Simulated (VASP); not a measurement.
A run of VASP 6.6.1 is set up as follows.

INCAR

```
SYSTEM = Sc
  ALGO = Normal
  EDIFF = 1E-6
  ENCUT = 500
  GGA = PS
  GGA_COMPAT = .False.
  ISIF = 2
  ISMEAR = -1
  LASPH = .True.
  LCHARG = .True.
  LELF = .True.
  LREAL = .False.
  LVHAR = .True.
  LWAVE = .False.
  NBANDS = 18
  NELM = 120
  PREC = Accurate
  SIGMA = 0.05
```

Contents of KPOINTS:

```
k-points
0
Gamma
  6 6 6
  0 0 0
```

The input POSCAR:

```
Sc
1.0
    0.0000000000      3.1262526872      3.1262526872
    3.1262526872      0.0000000000      3.1262526872
    3.1262526872      3.1262526872      0.0000000000
Sc
2
Direct
    1.0000000000      1.0000000000      1.0000000000
    0.2500000000      0.2500000000      0.2500000000
```

Potentials or basis: VASP PAW PBE potentials, release 64 (Sc_sv).

Launch:

```sh
$ cat potpaw_PBE.64/Sc_sv/POTCAR > POTCAR
$ mpirun -np 1 vasp_std > vasp.out
```

Q: Predict the pressure.

A: 0.0 GPa.

Q: Estimate the band gap on the k mesh.

A: Zero (bands 11 and 12 overlap by 0.42 eV).

Caveat: the PAW data sets were made with another functional, which shifts forces and pressure a little.
